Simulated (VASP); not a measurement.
# TiW14 (a cell with a defect) in VASP: further runs

TiW14 (a cell with a defect) is run at these levels: PBE; tasks: single point.

Program: VASP 6.6.1. These are calculated values, not measurements. Logs are shortened: lines on timing, memory, paths and dates and some standing lists are left out, and cuts for length are marked.

## 1. The cell of the first run

The cell holds a defect, 15 atoms: a = 6.320 Å, b = 6.320 Å, c = 6.320 Å, α = 90.00°, β = 90.00°, γ = 90.00°.

## 2. Single point, PBE

INCAR reads:

```
PREC = Accurate
ENCUT = 520
EDIFF = 1E-6
ISMEAR = 0
SIGMA = 0.1
LREAL = Auto
LASPH = T
NELM = 60
ALGO = Normal
ISIF = 2
LWAVE = F
LCHARG = F
GGA = PE
NBANDS = 117
```

KPOINTS reads:

```
regular mesh
0
Gamma
  3 3 3
```

POSCAR reads:

```
TiW14
1.0
    6.3200000000      0.0000000000      0.0000000000
    0.0000000000      6.3200000000      0.0000000000
    0.0000000000      0.0000000000      6.3200000000
Ti W
1 14
Direct
    0.0103470809      0.0075496599      0.0086906850
    0.5014120368      0.0003567047      0.0016202073
    0.0033852695      0.4985489938      0.0016264459
    0.0034043031      0.0003580620      0.4997243187
    0.4973637116      0.4944006243      0.0054430405
    0.4973017991      0.0043094907      0.4956228817
    0.7491198827      0.2515737287      0.2527189684
    0.0071530594      0.4943660552      0.4955580588
    0.2544168244      0.7462727074      0.2527105944
    0.2544348272      0.2515705244      0.7474830462
    0.5018721712      0.4990407206      0.5001663106
    0.7533347790      0.7504148270      0.2503067656
    0.7533300957      0.2491276470      0.7515806513
    0.2520191534      0.7503963971      0.7515894198
    0.7508308059      0.7479450573      0.7491193059
```

Potentials or basis: VASP PAW PBE potentials, release 64 (Ti_sv, W_sv).

Launch:

```sh
cat potpaw_PBE.64/Ti_sv/POTCAR potpaw_PBE.64/W_sv/POTCAR > POTCAR
mpirun -np 1 vasp_std > vasp.out
```

OUTCAR:

```text
PREC = Accurate
   ENCUT = 520
   EDIFF = 1E-6
   ISMEAR = 0
   LREAL = Auto
   LASPH = T
   NELM = 60
   ISIF = 2
   GGA = PE

 ion  position               nearest neighbor table
   1  0.010  0.008  0.009-   7 2.74  10 2.74   9 2.74  13 2.76  12 2.76  14 2.76  15 2.84   3 3.10
                             4 3.10   2 3.10
   2  0.501  0.000  0.002-  14 2.73   7 2.74  12 2.74  13 2.74   9 2.74  10 2.75  15 2.75   1 3.10
                             6 3.12   5 3.12   5 3.20   6 3.20
   3  0.003  0.499  0.002-  13 2.73   9 2.74  14 2.74  12 2.74  10 2.74   7 2.75  15 2.75   1 3.10
                             8 3.12   5 3.12   5 3.20   8 3.20
   4  0.003  0.000  0.500-  12 2.73  10 2.74  14 2.74  13 2.74   9 2.74   7 2.75  15 2.75   1 3.10
                             6 3.12   8 3.12   8 3.20   6 3.20
   5  0.497  0.494  0.005-   7 2.71   9 2.71  10 2.71  13 2.76  14 2.76  12 2.76  15 2.79   3 3.12
                             2 3.12  11 3.13  11 3.19   2 3.20   3 3.20
   6  0.497  0.004  0.496-   7 2.71  10 2.71   9 2.72  14 2.76  12 2.76  13 2.76  15 2.79   4 3.12
                             2 3.12  11 3.13  11 3.19   2 3.20   4 3.20
   7  0.749  0.252  0.253-   5 2.71   6 2.71  11 2.71   8 2.71   1 2.74   2 2.74   3 2.75   4 2.75
                            12 3.15  13 3.15  13 3.17  12 3.17
   8  0.007  0.494  0.496-  10 2.71   9 2.71   7 2.71  13 2.76  12 2.76  14 2.76  15 2.79   3 3.12
                             4 3.12  11 3.13  11 3.19   4 3.20   3 3.20
   9  0.254  0.746  0.253-   8 2.71  11 2.71   5 2.71   6 2.72   1 2.74   3 2.74   4 2.74   2 2.74
                            14 3.15  12 3.15  12 3.17  14 3.17
  10  0.254  0.252  0.747-   6 2.71   8 2.71  11 2.71   5 2.71   1 2.74   4 2.74   3 2.74   2 2.75
                            14 3.15  13 3.15  13 3.17  14 3.17
  11  0.502  0.499  0.500-   9 2.71   7 2.71  10 2.71  15 2.73  14 2.75  12 2.75  13 2.75   8 3.13
                             5 3.13   6 3.13   6 3.19   5 3.19   8 3.19
  12  0.753  0.750  0.250-   4 2.73   2 2.74   3 2.74  11 2.75   8 2.76   6 2.76   1 2.76   5 2.76
                            15 3.15   7 3.15   9 3.15   9 3.17   7 3.17  15 3.17
  13  0.753  0.249  0.752-   3 2.73   4 2.74   2 2.74  11 2.75   8 2.76   5 2.76   1 2.76   6 2.76
                            15 3.15   7 3.15  10 3.15  10 3.17   7 3.17  15 3.17
  14  0.252  0.750  0.752-   2 2.73   4 2.74   3 2.74  11 2.75   6 2.76   5 2.76   1 2.76   8 2.76
                            15 3.15  10 3.15   9 3.15   9 3.17  10 3.17  15 3.17
  15  0.751  0.748  0.749-  11 2.73   2 2.75   4 2.75   3 2.75   5 2.79   6 2.79   8 2.79   1 2.84
                            14 3.15  12 3.15  13 3.15  13 3.17  12 3.17  14 3.17

  LATTYP: Found a simple cubic cell.
 ALAT       =     6.3200000000

  Lattice vectors:

 A1 = (   6.3200000000,   0.0000000000,   0.0000000000)
 A2 = (   0.0000000000,   6.3200000000,   0.0000000000)
 A3 = (   0.0000000000,   0.0000000000,   6.3200000000)

Analysis of symmetry for initial positions (statically):
=====================================================================
 Subroutine PRICEL returns:
 Original cell was already a primitive cell.

 Routine SETGRP: Setting up the symmetry group for a
 simple cubic supercell.

 Subroutine GETGRP returns: Found  1 space group operations
 (whereof  1 operations were pure point group operations)
 out of a pool of 48 trial point group operations.

The static configuration has the point symmetry C_1 .

Analysis of symmetry for dynamics (positions and initial velocities):
=====================================================================
 Subroutine PRICEL returns:
 Original cell was already a primitive cell.

 Routine SETGRP: Setting up the symmetry group for a
 simple cubic supercell.

 Subroutine GETGRP returns: Found  1 space group operations
 (whereof  1 operations were pure point group operations)
 out of a pool of 48 trial point group operations.

The dynamic configuration has the point symmetry C_1 .

 Subroutine INISYM returns: Found  1 space group operations
[... 47 lines left out ...]
     AMIX_MAG =   1.60;   BMIX_MAG =  1.00
  volume/ion in A,a.u.               =      16.83       113.57
  Fermi-wavevector in a.u.,A,eV,Ry     =   1.534778  2.900310 32.049110  2.355543
  Thomas-Fermi vector in A             =   2.641658
   LORBIT       =      0    0 simple, 1 ext, 2 COOP (PROOUT), +10 PAW based schemes
   GGA     = PE    functional components
   LHFCALC =     F    Hartree Fock is set to
   AEXX    =    0.0000 exact exchange contribution
   IVDW    =     0    specifies the selected vdW correction
   LEPSILON=     F    determine dielectric tensor
   LRPA    =     F    only Hartree local field effects (RPA)
 non-spin polarized calculation
 Gauss-broadening in eV      SIGMA  =   0.10
  energy-cutoff  :      520.00
  volume of cell :      252.44
 maximum number of plane-waves:      6859
   NGX = 23   NGY = 23   NGZ = 23

 number of electron     208.0000001 magnetization

 Free energy of the ion-electron system (eV)
  ---------------------------------------------------
  ext. energy  EPLUGINS =         0.00000000
  ---------------------------------------------------
  free energy    TOTEN  =      -186.33431856 eV

  energy without entropy =     -186.27437426  energy(sigma->0) =     -186.30434641

 E-fermi :  10.0890     XC(G=0): -13.1155

 val. band max:       10.0684872360   @ k =   0.0000   0.0000   0.0000
 cond. band min:      10.1104890691   @ k =  -0.3333   0.0000   0.3333
 fundamental gap:      0.0420018330
 Fermi energy:        10.0890391208

 k-point     1 :       0.0000    0.0000    0.0000
  band No.  band energies     occupation
      1     -63.7773      2.00000
      2     -63.7265      2.00000
      3     -63.7239      2.00000
      4     -63.7237      2.00000
      5     -63.6910      2.00000
      6     -63.6827      2.00000
[... 1655 lines left out ...]
    115      12.1799      0.00000
    116      12.5464      0.00000
 [bands above 116 left out]

------------------------ aborting loop because EDIFF is reached ----------------------------------------

  FORCE on cell =-STRESS in cart. coord.  units (eV):
  Direction    XX          YY          ZZ          XY          YZ          ZX
  --------------------------------------------------------------------------------------
  -------------------------------------------------------------------------------------
  Total       -0.1179429     -0.0913100     -0.1072483     -0.5882596     -0.5735534     -0.5871130
  in kB       -0.7485678     -0.5795321     -0.6806906     -3.7336050     -3.6402668     -3.7263274
  external PRESSURE =      -0.6695968 kB  Pullay stress =       0.0000000 kB

 VOLUME and BASIS-vectors are now :
 -----------------------------------------------------------------------------
  energy-cutoff  :      520.00
  volume of cell :      252.44
      direct lattice vectors                 reciprocal lattice vectors
     6.320000000  0.000000000  0.000000000     0.158227848  0.000000000  0.000000000
     0.000000000  6.320000000  0.000000000     0.000000000  0.158227848  0.000000000
     0.000000000  0.000000000  6.320000000     0.000000000  0.000000000  0.158227848

 POSITION                                       TOTAL-FORCE (eV/Angst)
 -----------------------------------------------------------------------------------
      0.06539      0.04771      0.05493         0.005704     -0.008406      0.004285
      3.16892      0.00225      0.01024        -0.002634      0.007711      0.000193
      0.02139      3.15083      0.01028        -0.004789     -0.006386     -0.001270
      0.02152      0.00226      3.15826        -0.007020      0.007599     -0.004464
      3.14334      3.12461      0.03440        -0.004101      0.001244     -0.003793
      3.14295      0.02724      3.13234         0.001444     -0.004022     -0.003934
      4.73444      1.58995      1.59718         0.006207     -0.013365     -0.009930
      0.04521      3.12439      3.13193        -0.001524      0.000232      0.002162
      1.60791      4.71644      1.59713        -0.005884      0.001448     -0.010586
      1.60803      1.58993      4.72409        -0.008666     -0.013065      0.000474
      3.17183      3.15394      3.16105         0.014895      0.009417      0.014196
      4.76108      4.74262      1.58194         0.008008      0.013404     -0.009273
      4.76105      1.57449      4.74999         0.009061     -0.008701      0.013020
      1.59276      4.74251      4.75005        -0.010682      0.013471      0.012041
      4.74525      4.72701      4.73443        -0.000017     -0.000582     -0.003120
 -----------------------------------------------------------------------------------
    total drift:                               -0.006135     -0.006542     -0.001621

  FREE ENERGIE OF THE ION-ELECTRON SYSTEM (eV)
  ---------------------------------------------------
  free  energy   TOTEN  =      -186.3343185594 eV

  energy  without entropy=     -186.2743742594  energy(sigma->0) =     -186.30434641
```

It took 11 min on 1 thread of Intel Xeon Platinum 8375C at 2.90GHz (Ice Lake), shared host; peak memory 0.46 GiB.

Results:

| Item | Value |
| --- | --- |
| Free energy | -186.3343 eV |
| Pressure | -0.1 GPa |
| Largest force | 0.023 eV/Å |
| Band gap on the k mesh | zero (band 104 reaches 10.38 eV, above the bottom of band 105 at 9.47 eV) |

Forces in eV/Å, atoms in the order of the input:
```
Ti   0.006 -0.008  0.004
W   -0.003  0.008  0.000
W   -0.005 -0.006 -0.001
W   -0.007  0.008 -0.004
W   -0.004  0.001 -0.004
W    0.001 -0.004 -0.004
W    0.006 -0.013 -0.010
W   -0.002  0.000  0.002
W   -0.006  0.001 -0.011
W   -0.009 -0.013  0.000
W    0.015  0.009  0.014
W    0.008  0.013 -0.009
W    0.009 -0.009  0.013
W   -0.011  0.013  0.012
W    0.000 -0.001 -0.003
```

Stress tensor (GPa, compression positive):
```
-0.07 -0.37 -0.37
-0.37 -0.06 -0.36
-0.37 -0.36 -0.07
```

Levels at points of the mesh, in eV from the Fermi level:
```
           k point  band 102  band 103  band 104  band 105  band 106  band 107
(0.00, 0.00, 0.00)     -0.02      0.29      0.29      0.35      1.12      1.12
```

Caveat: spin-orbit coupling is left out, which moves the levels of the heavy elements.

## 3. Single point, PBE

INCAR reads:

```
SYSTEM = TiW14
PREC = Accurate
ENCUT = 520
EDIFF = 1E-6
ISMEAR = 0
SIGMA = 0.1
LREAL = Auto
LASPH = .True.
NELM = 100
ALGO = Normal
ISIF = 2
LWAVE = .False.
LCHARG = .False.
GGA = PE
NBANDS = 117
```

KPOINTS reads:

```
regular mesh
0
Gamma
  3 3 3
  0 0 0
```

POSCAR reads:

```
TiW14
1.0
    6.3200000000      0.0000000000      0.0000000000
    0.0000000000      6.3200000000      0.0000000000
    0.0000000000      0.0000000000      6.3200000000
Ti W
1 14
Direct
    0.0975889241      0.0950462025      0.0959827532
    0.5110992089     -0.0053800633     -0.0047365506
   -0.0035115506      0.5088564873     -0.0043721519
   -0.0036075949     -0.0051243671      0.5096670886
    0.4946797468      0.4928515823      0.0014034810
    0.4945724684      0.0007338608      0.4934857595
    0.7433417722      0.2553477848      0.2560117089
    0.0022485759      0.4930727848      0.4938280063
    0.2572447785      0.7410283228      0.2563931962
    0.2571473101      0.2556185127      0.7419443038
    0.5012365506      0.4995794304      0.5003082278
    0.7553696203      0.7535738924      0.2514871835
    0.7553245253      0.2507819620      0.7542500000
    0.2525128165      0.7537797468      0.7545150316
    0.7533314873      0.7516281646      0.7523072785
```

Potentials or basis: VASP PAW PBE potentials, release 64 (Ti_sv, W_sv).

Launch:

```sh
cat potpaw_PBE.64/Ti_sv/POTCAR potpaw_PBE.64/W_sv/POTCAR > POTCAR
mpirun -np 1 vasp_std > vasp.out
```

Wall time 14 min (1 thread of Intel Xeon Platinum 8488C (Sapphire Rapids), shared host); peak memory 0.46 GiB.

The run converged. Its results:

| Quantity | Value |
| --- | --- |
| Free energy | -185.4110 eV |
| Pressure | 1.1 GPa |
| Largest force | 0.612 eV/Å |
| Band gap on the k mesh | zero (band 104 reaches 10.50 eV, above the bottom of band 105 at 9.59 eV) |

Forces in eV/Å, atoms in the order of the input:
```
Ti  -0.364 -0.340 -0.356
W   -0.006  0.050  0.057
W    0.047  0.023  0.034
W    0.053  0.033  0.020
W    0.004  0.004  0.044
W    0.008  0.042  0.008
W    0.024  0.022  0.028
W    0.053 -0.004 -0.004
W    0.015  0.055  0.004
W    0.021  0.006  0.045
W    0.047  0.033  0.036
W    0.015  0.013  0.031
W    0.016  0.031  0.015
W    0.031  0.006  0.007
W    0.036  0.027  0.032
```

Stress tensor (GPa, compression positive):
```
 1.12 -2.58 -2.58
-2.58  1.12 -2.59
-2.58 -2.59  1.12
```

Levels at points of the mesh, in eV from the Fermi level:
| k point | band 101 | band 102 | band 103 | band 104 | band 105 | band 106 | band 107 | band 108 |
| --- | --- | --- | --- | --- | --- | --- | --- | --- |
| (0.00, 0.00, 0.00) | -0.12 | 0.16 | 0.24 | 0.44 | 0.44 | 1.06 | 1.07 | 1.08 |

Caveat: spin-orbit coupling is left out, which moves the levels of the heavy elements.

## 4. Single point, PBE

INCAR reads:

```
PREC     = Accurate       # precision mode
ENCUT    = 520            # plane-wave cutoff, eV
EDIFF    = 1E-6           # SCF threshold, eV
ISMEAR   = 0              # smearing method
SIGMA    = 0.1            # smearing width, eV
LREAL    = Auto         
LASPH    = T              # aspherical terms in the spheres
NELM     = 60             # most SCF steps
ALGO     = Normal         # electronic algorithm
ISIF     = 2              # what is computed and relaxed
LWAVE    = F              # write WAVECAR
LCHARG   = T              # write CHGCAR
GGA      = PE             # functional
LELF     = T              # ELF
LVHAR    = T            
NBANDS   = 117            # bands
```

KPOINTS reads:

```
regular mesh
0
Gamma
  3 3 3
```

POSCAR reads:

```
TiW14
1.0
    6.3200000000      0.0000000000      0.0000000000
    0.0000000000      6.3200000000      0.0000000000
    0.0000000000      0.0000000000      6.3200000000
Ti W
1 14
Direct
    0.0385974684      0.0353382911      0.0365683544
    0.5091901899     -0.0035012658     -0.0025340190
   -0.0008439873      0.5063162975     -0.0021827532
   -0.0009359177     -0.0032468354      0.5074246835
    0.4943030063      0.4916610759      0.0039335443
    0.4941639241      0.0030087025      0.4925824367
    0.7467751582      0.2537004747      0.2546993671
    0.0051113924      0.4920121835      0.4930781646
    0.2562672468      0.7439545886      0.2548623418
    0.2562242089      0.2538156646      0.7450838608
    0.5019787975      0.4996962025      0.5006784810
    0.7546515823      0.7521107595      0.2517344937
    0.7546338608      0.2507088608      0.7531234177
    0.2532397152      0.7521916139      0.7532276899
    0.7526533228      0.7501857595      0.7511857595
```

Launch:

```sh
cat potpaw_PBE.64/Ti_sv/POTCAR potpaw_PBE.64/W_sv/POTCAR > POTCAR
mpirun -np 1 vasp_std > vasp.out
```

Run time: 7 min. Hardware: 1 thread of Intel Xeon 6975P-C (Granite Rapids), shared host; peak memory 0.47 GiB.

The run converged. Its results:

```yaml
Free_energy: -186.1267 eV
Pressure: 0.3 GPa
Largest_force: 1.084 eV/Å
Band_gap_on_the_k_mesh: zero (band 104 reaches 10.41 eV, above the bottom of band 105 at 9.49 eV)
```

Forces in eV/Å, atoms in the order of the input:
```
Ti  -0.649 -0.604 -0.623
W   -0.033  0.092  0.095
W    0.089 -0.020  0.082
W    0.093  0.082 -0.023
W    0.047  0.050  0.090
W    0.053  0.085  0.056
W    0.088  0.015  0.018
W    0.103  0.036  0.037
W    0.011  0.097  0.004
W    0.014  0.005  0.095
W    0.049  0.037  0.040
W    0.039  0.038  0.026
W    0.040  0.024  0.039
W    0.024  0.034  0.033
W    0.032  0.028  0.031
```

Stress tensor (GPa, compression positive):
```
 0.27 -1.06 -1.06
-1.06  0.29 -1.06
-1.06 -1.06  0.28
```

Levels at points of the mesh, in eV from the Fermi level:
```tsv
k point	band 100	band 101	band 102	band 103	band 104	band 105	band 106	band 107	band 108	band 109
(0.00, 0.00, 0.00)	-0.03	-0.02	0.10	0.31	0.31	0.31	1.04	1.04	1.16	1.21
```

Caveat: spin-orbit coupling is left out, which moves the levels of the heavy elements.

## 5. Single point, PBE

INCAR reads:

```
  PREC = Accurate
  ENCUT = 520
  EDIFF = 1E-6
  ISMEAR = 0
  SIGMA = 0.1
  LREAL = Auto
  LASPH = True
  NELM = 80
  ALGO = Normal
  ISIF = 2
  LWAVE = False
  LCHARG = True
  GGA = PE
  LELF = True
  LVHAR = True
  NBANDS = 117
```

KPOINTS is that of step 4.

POSCAR reads:

```
TiW14
1.0
    6.3200000000      0.0000000000      0.0000000000
    0.0000000000      6.3200000000      0.0000000000
    0.0000000000      0.0000000000      6.3200000000
Ti W
1 14
Direct
    0.1559542722      0.1541337025      0.1547721519
    0.5099242089     -0.0057960443     -0.0054384494
   -0.0046121835      0.5082658228     -0.0050563291
   -0.0047083861     -0.0055234177      0.5088196203
    0.4971799051      0.4961169304     -0.0005337025
    0.4971034810     -0.0009615506      0.4964738924
    0.7420047468      0.2549691456      0.2553337025
    0.0000246835      0.4962579114      0.4967055380
    0.2561018987      0.7405594937      0.2557039557
    0.2560113924      0.2552362342      0.7411428797
    0.4991542722      0.4982262658      0.4986571203
    0.7578833861      0.7567697785      0.2496113924
    0.7578090190      0.2492539557      0.7571313291
    0.2500618671      0.7570588608      0.7575085443
    0.7512545886      0.7502696203      0.7506536392
```

Launch:

```sh
cat potpaw_PBE.64/Ti_sv/POTCAR potpaw_PBE.64/W_sv/POTCAR > POTCAR
mpirun -np 1 vasp_std > vasp.out
```

Wall time 16 min (1 thread of AMD EPYC 7R43 (Zen 3), shared host); peak memory 0.42 GiB.

It converged, with:

```
Free energy            : -185.4112 eV
Pressure               : 1.1 GPa
Largest force          : 0.608 eV/Å
Band gap on the k mesh : zero (band 104 reaches 10.50 eV, above the bottom of band 105 at 9.59 eV)
```

Forces in eV/Å, atoms in the order of the input:
```
Ti   0.340  0.355  0.358
W   -0.064 -0.007 -0.003
W   -0.016 -0.027 -0.028
W   -0.011 -0.026 -0.035
W   -0.009 -0.012 -0.033
W   -0.006 -0.032 -0.009
W   -0.026 -0.039 -0.035
W   -0.030 -0.017 -0.016
W   -0.042  0.000 -0.058
W   -0.036 -0.056 -0.011
W   -0.024 -0.035 -0.035
W   -0.001  0.001 -0.048
W    0.002 -0.051  0.003
W   -0.041 -0.009 -0.010
W   -0.034 -0.044 -0.040
```

Stress tensor (GPa, compression positive):
```
 1.10 -2.58 -2.58
-2.58  1.10 -2.58
-2.58 -2.58  1.11
```

Levels at points of the mesh, in eV from the Fermi level:
```
           k point  band 102  band 103  band 104  band 105  band 106  band 107
(0.00, 0.00, 0.00)      0.16      0.24      0.44      0.44      1.06      1.07
```

Caveat: spin-orbit coupling is left out, which moves the levels of the heavy elements.
